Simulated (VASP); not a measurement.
Set up this calculation in VASP 6.6.1, as the native input.

- Task: relaxation of cell and atoms
- Functional: PBEsol
- Potentials or basis: VASP PAW PBE potentials, release 64 (Ru_pv)
- Cutoff: 600 eV
- k mesh: 20 × 20 × 12
- Occupations: fermi-dirac, width 0.1 eV
- Spin: no spin polarisation
- Target pressure: 10 GPa
- Dipole correction: no
- Further INCAR settings: ALGO = Normal; EDIFF = 1e-06; IBRION = 2; EDIFFG = -0.002; NSW = 100; ISIF = 3

The structure of Ru lies in POSCAR:

```
Ru
1.0
    2.6917162925      0.0000000000      0.0000000000
   -1.3458581462      2.3310946891      0.0000000000
    0.0000000000      0.0000000000      4.2477627804
Ru
2
Direct
    0.3333333333      0.6666666667      0.2500000000
    0.6666666667      0.3333333333      0.7500000000
```

The input as run:

INCAR

```
ALGO = Normal
EDIFF = 1E-6
EDIFFG = -0.002
ENCUT = 600
GGA = PS
IBRION = 2
ISIF = 3
ISMEAR = -1
LASPH = T
LCHARG = F
LREAL = F
LWAVE = F
NELM = 60
NSW = 100
PREC = Accurate
PSTRESS = 100.0
SIGMA = 0.1
```

KPOINTS

```
k-points
0
Gamma
  20 20 12
```

Potentials or basis: VASP PAW PBE potentials, release 64 (Ru_pv).

Run with:

```bash
$ cat potpaw_PBE.64/Ru_pv/POTCAR > POTCAR
$ mpirun -np 1 vasp_std > vasp.out
```

Results of the run:

```
Relaxed volume                                             : 12.97 Å³/atom
Relaxed cell                                               : a = 2.666 Å, b = 2.666 Å, c = 4.213 Å, α = 90.00°, β = 90.00°, γ = 120.00°
Space group after relaxing (to 0.1 Å)                      : P6_3/mmc (No. 194)
Energy change on relaxing (the run minimises the enthalpy) : +10.8 meV/atom
Ionic steps                                                : 17
Pressure after relaxing                                    : 10.0 GPa
Band gap on the k mesh                                     : zero (bands 14 and 15 overlap by 3.49 eV)
```

Caveat: the cell is relaxed towards a set pressure, so the run minimises the enthalpy, not the energy; the PAW data sets were made with another functional, which shifts forces and pressure a little.

Run time: 16 min on 1 thread of Intel(R) Xeon(R) Platinum 8259CL CPU @ 2.50GHz (Skylake/Cascade Lake) (shared host), peak memory 0.29 GiB.
